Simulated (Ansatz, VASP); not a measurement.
One calculation of PtSe2, two programs

```xyz
3
Lattice="3.4261 0.0000 0.0000 -1.7130 2.9671 0.0000 0.0000 0.0000 5.0620" Properties=species:S:1:pos:R:3 pbc="T T T"
Pt    0.0000    0.0000    0.0000
Se    0.0000    1.9780    1.2655
Se    1.7130    0.9890    3.7965
```

Change from the starting cell: strain -0.080 along x and y, +0.000 along z, atoms carried along.

Alike in both runs: task single point; functional PBE; k mesh 12 × 12 × 10; occupations gaussian, width 0.15 eV; no spin polarisation.

```csv
,VASP,Ansatz
version,VASP 6.6.1,Ansatz 0.2.0
potentials or method,"VASP PAW PBE potentials, release 64 (Pt, Se), cutoff 520 eV","scalar-relativistic, plane waves, PAW"
valence electrons in the cell,22,50
```

VASP gave:

- gap on the k mesh at the Fermi level (eV): none
- pressure (GPa): 48.0
- traceless stress, the component that is largest in VASP (GPa): -12.11
- rms of the force components (eV/Å): 1.631

Task: What did Ansatz give for the same quantities?

Result: gap on the k mesh at the Fermi level (eV): none; pressure (GPa): 47.7; traceless stress, the component that is largest in VASP (GPa): -12.05; rms of the force components (eV/Å): 1.616.

Atom by atom the forces differ by 0.015 eV/Å (rms over components). A gap of «none» marks a metal or a gap that the smearing closes. Both programs put the cell under a high pressure, so it lies far from rest at this level. VASP's potentials hold 22 valence electrons a cell and Ansatz's 50, so a difference there can come from the potentials and not from the codes.

Spin-orbit coupling is off throughout.
